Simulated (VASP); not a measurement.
# Be2Se (I4/mmm) in VASP: further runs

The runs below take Be2Se through single point, relaxation of cell and atoms, with PBE.

Program: VASP 6.6.1. These are calculated values, not measurements. Logs are shortened: lines on timing, memory, paths and dates and some standing lists are left out, and cuts for length are marked.

## (1) The cell of the first run

Symmetry: I4/mmm, No. 139, tetragonal system. The conventional cell has a = 4.732 Å, b = 4.732 Å, c = 6.069 Å, α = 90.00°, β = 90.00°, γ = 90.00°. Within 2.6 Å of Be (site symmetry 4mm) lie 1 Be at 1.98 Å and 1 Se at 2.04 Å. Within 2.7 Å of Se (site symmetry 4/mmm) lie 2 Be at 2.04 Å.

## (2) Single point, PBE

File INCAR:

```
PREC     = Accurate       # precision mode
ENCUT    = 520            # plane-wave cutoff, eV
EDIFF    = 1E-6           # SCF threshold, eV
ISMEAR   = 0              # smearing method
SIGMA    = 0.1            # smearing width, eV
LREAL    = False          # projectors in reciprocal space
LASPH    = True           # aspherical terms in the spheres
NELM     = 80             # most SCF steps
ALGO     = Normal         # electronic algorithm
ISIF     = 2              # what is computed and relaxed
LWAVE    = False          # write WAVECAR
LCHARG   = False          # write CHGCAR
GGA      = PE             # functional
NBANDS   = 12             # bands
```

File KPOINTS:

```
regular mesh
0
Gamma
  6 6 6
```

File POSCAR:

```
Be2Se
1.0
   -2.3658697529      2.3658697529      3.0342849960
    2.3658697529     -2.3658697529      3.0342849960
    2.3658697529      2.3658697529     -3.0342849960
Be Se
2 1
Direct
    0.6632736457      0.6632736457      0.0000000000
    0.3367263543      0.3367263543      0.0000000000
    0.0000000000      0.0000000000      0.0000000000
```

Potentials or basis: VASP PAW PBE potentials, release 64 (Be, Se).

Started as:

```console
$ cat potpaw_PBE.64/Be/POTCAR potpaw_PBE.64/Se/POTCAR > POTCAR
$ mpirun -np 1 vasp_std > vasp.out
```

OUTCAR:

```text
PREC = Accurate
   ENCUT = 520
   EDIFF = 1E-6
   ISMEAR = 0
   LREAL = False
   LASPH = True
   NELM = 80
   ISIF = 2
   GGA = PE

 ion  position               nearest neighbor table
   1  0.663  0.663  0.000-   2 1.98   3 2.04
   2  0.337  0.337  0.000-   1 1.98   3 2.04
   3  0.000  0.000  0.000-   1 2.04   2 2.04

  LATTYP: Found a body centered tetragonal cell.
 ALAT       =     4.7317395058
 C/A-ratio  =     1.2825241086

  Lattice vectors:

 A1 = (  -2.3658697529,   2.3658697529,   3.0342849960)
 A2 = (   2.3658697529,  -2.3658697529,   3.0342849960)
 A3 = (   2.3658697529,   2.3658697529,  -3.0342849960)

Analysis of symmetry for initial positions (statically):
=====================================================================
 Subroutine PRICEL returns:
 Original cell was already a primitive cell.

 Routine SETGRP: Setting up the symmetry group for a
 body centered tetragonal supercell.

 Subroutine GETGRP returns: Found 16 space group operations
 (whereof 16 operations were pure point group operations)
 out of a pool of 16 trial point group operations.

The static configuration has the point symmetry D_4h.

Analysis of symmetry for dynamics (positions and initial velocities):
=====================================================================
 Subroutine PRICEL returns:
 Original cell was already a primitive cell.

 Routine SETGRP: Setting up the symmetry group for a
 body centered tetragonal supercell.

 Subroutine GETGRP returns: Found 16 space group operations
 (whereof 16 operations were pure point group operations)
 out of a pool of 16 trial point group operations.

The dynamic configuration has the point symmetry D_4h.

 Subroutine INISYM returns: Found 16 space group operations
 (whereof 16 operations are pure point group operations),
 and found     1 'primitive' translations

----------------------------------------------------------------------------------------

                                     Primitive cell

  volume of cell :      67.9357

  direct lattice vectors                    reciprocal lattice vectors
    -2.365869753  2.365869753  3.034284996     0.000000000  0.211338768  0.164783467
     2.365869753 -2.365869753  3.034284996     0.211338768  0.000000000  0.164783467
     2.365869753  2.365869753 -3.034284996     0.211338768  0.211338768  0.000000000

  length of vectors
     4.516809141  4.516809141  4.516809141     0.267988182  0.267988182  0.298878153

  position of ions in fractional coordinates (direct lattice)
     0.663273646  0.663273646  0.000000000
     0.336726354  0.336726354  0.000000000
     0.000000000  0.000000000  0.000000000

  ion indices of the primitive-cell ions
   primitive index   ion index
                 1           1
                 2           2
                 3           3

----------------------------------------------------------------------------------------

 KPOINTS: regular mesh

Automatic generation of k-mesh.
 Grid dimensions read from file:
 generate k-points for:    6    6    6

 Generating k-lattice:

  Cartesian coordinates                     Fractional coordinates (reciprocal lattice)
     0.000000000  0.035223128  0.027463911     0.166666667  0.000000000 -0.000000000
     0.035223128  0.000000000  0.027463911     0.000000000  0.166666667 -0.000000000
     0.035223128  0.035223128  0.000000000     0.000000000  0.000000000  0.166666667

  Length of vectors
     0.044664697  0.044664697  0.049813025

  Shift w.r.t. Gamma in fractional coordinates (k-lattice)
     0.000000000  0.000000000  0.000000000

 Subroutine IBZKPT returns following result:
 ===========================================

 Found     30 irreducible k-points:

 Following reciprocal coordinates:
            Coordinates               Weight
  0.000000  0.000000  0.000000      1.000000
  0.166667  0.000000  0.000000      8.000000
  0.333333 -0.000000  0.000000      8.000000
  0.500000  0.000000 -0.000000      4.000000
  0.166667  0.166667  0.000000      8.000000
  0.333333  0.166667  0.000000     16.000000
[... 16 lines left out ...]
 -0.333333 -0.333333  0.166667      8.000000
 -0.166667 -0.333333  0.166667      8.000000
 [... further k-points ...]
   k-points           NKPTS =     30   k-points in BZ     NKDIM =     30   number of bands    NBANDS=     12
   number of dos      NEDOS =    301   number of ions     NIONS =      3
   total plane-waves  NPLWV =  46656
   dimension x,y,z NGX =    36 NGY =   36 NGZ =   36
   dimension x,y,z NGXF=    72 NGYF=   72 NGZF=   72
   ions per type =               2   1
   NGX,Y,Z   is equivalent  to a cutoff of  13.25, 13.25, 13.25 a.u.
   NGXF,Y,Z  is equivalent  to a cutoff of  26.50, 26.50, 26.50 a.u.
 SYSTEM =  unknown system
   PREC   = accura    normal or accurate (medium, high low for compatibility)
   ISTART =      0    job   : 0-new  1-cont  2-samecut
   ICHARG =      2    charge: 1-file 2-atom 10-const
   ISPIN  =      1    spin polarized calculation?
   LNONCOLLINEAR =      F non collinear calculations
   LSORBIT =      F    spin-orbit coupling
   LASPH  =      T    aspherical Exc in radial PAW
   ENCUT  =  520.0 eV  38.22 Ry    6.18 a.u.   8.40  8.40  8.40*2*pi/ulx,y,z
   NELM   =     80;   NELMIN=  2; NELMDL= -5     # of ELM steps
   EDIFF  = 0.1E-05   stopping-criterion for ELM
   LREAL  =      F    real-space projection
   EDIFFG = 0.1E-04   stopping-criterion for IOM
   NSW    =      0    number of steps for IOM
   IBRION =     -1    ionic relax: 0-MD 1-quasi-New 2-CG
   NFREE  =      0    steps in history (QN), initial steepest desc. (CG)
   ISIF   =      2    stress and relaxation
   ISYM   =      2    0-nonsym 1-usesym 2-fastsym
   POTIM  = 0.5000    time-step for ionic-motion
   TEBEG  =    0.0;   TEEND  =   0.0 temperature during run
   PSTRESS=    0.0 pullay stress
   NELECT =      10.0000    total number of electrons
   NUPDOWN=      -1.0000    fix difference up-down
   EMIN   =  10.00;   EMAX   =-10.00  energy-range for DOS
   EFERMI =   0.00;   METHOD = LEGACY
   ISMEAR =     0;   SIGMA  =   0.10  broadening in eV -4-tet -1-fermi 0-gaus
   EFERMI_NEDOS =   21; number of points for ismear=-14 and -15
   IALGO  =     38    algorithm
   IMIX   =      4    mixing-type and parameters
     AMIX     =   0.40;   BMIX     =  1.00
     AMIX_MAG =   1.60;   BMIX_MAG =  1.00
  volume/ion in A,a.u.               =      22.65       152.82
  Fermi-wavevector in a.u.,A,eV,Ry     =   0.864388  1.633457 10.165823  0.747167
  Thomas-Fermi vector in A             =   1.982478
   LORBIT       =      0    0 simple, 1 ext, 2 COOP (PROOUT), +10 PAW based schemes
   GGA     = PE    functional components
   LHFCALC =     F    Hartree Fock is set to
   AEXX    =    0.0000 exact exchange contribution
   IVDW    =     0    specifies the selected vdW correction
   LEPSILON=     F    determine dielectric tensor
   LRPA    =     F    only Hartree local field effects (RPA)
 non-spin polarized calculation
 Gauss-broadening in eV      SIGMA  =   0.10
  energy-cutoff  :      520.00
  volume of cell :       67.94
 maximum number of plane-waves:      1847
 NGX is ok and might be reduce to    36
   NGX = 17   NGY = 17   NGZ = 17

 number of electron      10.0000001 magnetization

 Free energy of the ion-electron system (eV)
  ---------------------------------------------------
  ext. energy  EPLUGINS =         0.00000000
  ---------------------------------------------------
  free energy    TOTEN  =        -9.15471685 eV

  energy without entropy =       -9.15471682  energy(sigma->0) =       -9.15471683

 E-fermi :   1.6014     XC(G=0):  -7.8440

 val. band max:        1.2619959685   @ k =   0.5000   0.0000  -0.0000
 cond. band min:       1.9407768720   @ k =   0.5000   0.0000  -0.0000
 fundamental gap:      0.6787809034
 Fermi energy:         1.6013754006

 k-point     1 :       0.0000    0.0000    0.0000
  band No.  band energies     occupation
      1     -11.9541      2.00000
      2      -3.1269      2.00000
      3      -1.2436      2.00000
      4      -0.0117      2.00000
      5      -0.0117      2.00000
      6       4.2049      0.00000
      7       4.2049      0.00000
      8       4.9450      0.00000
      9       4.9450      0.00000
     10       5.6401      0.00000
     11       8.9027      0.00000
     12       9.0203      0.00000

 k-point     2 :       0.1667    0.0000    0.0000
  band No.  band energies     occupation
      1     -11.8944      2.00000
      2      -3.4165      2.00000
      3      -1.4875      2.00000
      4      -0.1884      2.00000
      5       0.3662      2.00000
      6       3.5913      0.00000
      7       3.8388      0.00000
      8       5.3248      0.00000
      9       5.4797      0.00000
     10       5.5442      0.00000
     11       8.7288      0.00000
     12       9.4844      0.00000

 k-point     3 :       0.3333   -0.0000    0.0000
  band No.  band energies     occupation
      1     -11.7684      2.00000
      2      -3.9777      2.00000
      3      -1.6925      2.00000
      4      -0.4796      2.00000
      5       0.8974      2.00000
      6       2.5433      0.00000
      7       3.2677      0.00000
      8       5.0238      0.00000
      9       6.5856      0.00000
     10       7.0621      0.00000
     11       9.2711      0.00000
     12      10.7844      0.00000

 k-point     4 :       0.5000    0.0000   -0.0000
  band No.  band energies     occupation
      1     -11.7018      2.00000
      2      -4.2437      2.00000
      3      -1.7463      2.00000
      4      -0.6037      2.00000
      5       1.2620      2.00000
      6       1.9408      0.00000
      7       3.0352      0.00000
      8       4.8236      0.00000
      9       7.5593      0.00000
     10       8.3086      0.00000
     11      10.3714      0.00000
     12      10.7926      0.00000

 k-point     5 :       0.1667    0.1667    0.0000
  band No.  band energies     occupation
      1     -11.8076      2.00000
      2      -3.8222      2.00000
      3      -1.3775      2.00000
      4      -0.7028      2.00000
      5       0.5251      2.00000
      6       2.9367      0.00000
      7       3.7590      0.00000
      8       4.9251      0.00000
      9       6.6121      0.00000
     10       7.0523      0.00000
     11       8.2862      0.00000
     12       9.3141      0.00000
[... 228 lines left out ...]
      1     -11.6285      2.00000
      2      -4.1549      2.00000
      3      -2.2511      2.00000
      4      -1.4438      2.00000
      5       0.7465      2.00000
      6       3.2562      0.00000
      7       5.0468      0.00000
      8       5.1679      0.00000
      9       6.4774      0.00000
     10       7.8762      0.00000
     11       8.4003      0.00000
     12       9.6923      0.00000

 k-point    22 :      -0.1667    0.5000    0.1667
  band No.  band energies     occupation
      1     -11.6658      2.00000
      2      -4.2563      2.00000
      3      -1.9444      2.00000
      4      -0.9413      2.00000
      5       0.6725      2.00000
      6       2.9707      0.00000
      7       3.7436      0.00000
      8       5.0855      0.00000
      9       7.4976      0.00000
     10       8.2169      0.00000
     11       8.2880      0.00000
     12      10.5671      0.00000

 k-point    23 :      -0.3333   -0.3333    0.1667
  band No.  band energies     occupation
      1     -11.6550      2.00000
      2      -4.2614      2.00000
      3      -1.5767      2.00000
      4      -1.5105      2.00000
      5       0.3958      2.00000
      6       3.2664      0.00000
      7       4.6946      0.00000
      8       5.0774      0.00000
      9       7.0169      0.00000
     10       7.9169      0.00000
     11       8.9785      0.00000
     12       9.2970      0.00000

 k-point    24 :      -0.1667   -0.3333    0.1667
  band No.  band energies     occupation
      1     -11.7455      2.00000
      2      -4.0828      2.00000
      3      -1.3111      2.00000
      4      -0.8632      2.00000
      5       0.1203      2.00000
      6       3.4458      0.00000
      7       3.8920      0.00000
      8       4.7796      0.00000
      9       6.9878      0.00000
     10       7.9073      0.00000
     11       8.1805      0.00000
     12       9.5276      0.00000

 [... further k-points ...]
[... 5 lines left out ...]
  --------------------------------------------------------------------------------------
  -------------------------------------------------------------------------------------
  Total        0.0454476      0.0454476      0.0425921      0.0000000      0.0000000      0.0000000
  in kB        1.0718247      1.0718247      1.0044802      0.0000000      0.0000000      0.0000000
  external PRESSURE =       1.0493765 kB  Pullay stress =       0.0000000 kB

 VOLUME and BASIS-vectors are now :
 -----------------------------------------------------------------------------
  energy-cutoff  :      520.00
  volume of cell :       67.94
      direct lattice vectors                 reciprocal lattice vectors
    -2.365869753  2.365869753  3.034284996     0.000000000  0.211338768  0.164783467
     2.365869753 -2.365869753  3.034284996     0.211338768  0.000000000  0.164783467
     2.365869753  2.365869753 -3.034284996     0.211338768  0.211338768  0.000000000

 POSITION                                       TOTAL-FORCE (eV/Angst)
 -----------------------------------------------------------------------------------
      0.00000      0.00000      4.02512        -0.000000     -0.000000     -0.024431
      0.00000      0.00000      2.04345         0.000000      0.000000      0.024431
      0.00000      0.00000      0.00000         0.000000      0.000000     -0.000000
 -----------------------------------------------------------------------------------
    total drift:                                0.000000     -0.000000     -0.000000

  FREE ENERGIE OF THE ION-ELECTRON SYSTEM (eV)
  ---------------------------------------------------
  free  energy   TOTEN  =        -9.1547168451 eV

  energy  without entropy=       -9.1547168243  energy(sigma->0) =       -9.15471683
```

Wall time 9.7 s (1 thread of Intel Xeon 6975P-C (Granite Rapids), shared host); peak memory 0.2 GiB.

Results:

* Free energy: -9.1547 eV
* Pressure: 0.1 GPa
* Largest force: 0.024 eV/Å
* Band gap on the k mesh: 0.68 eV, direct

Forces on the atoms (eV/Å):
```
Be   0.000  0.000 -0.024
Be   0.000  0.000  0.024
Se   0.000  0.000  0.000
```

(Continued in part 2 of 2.)
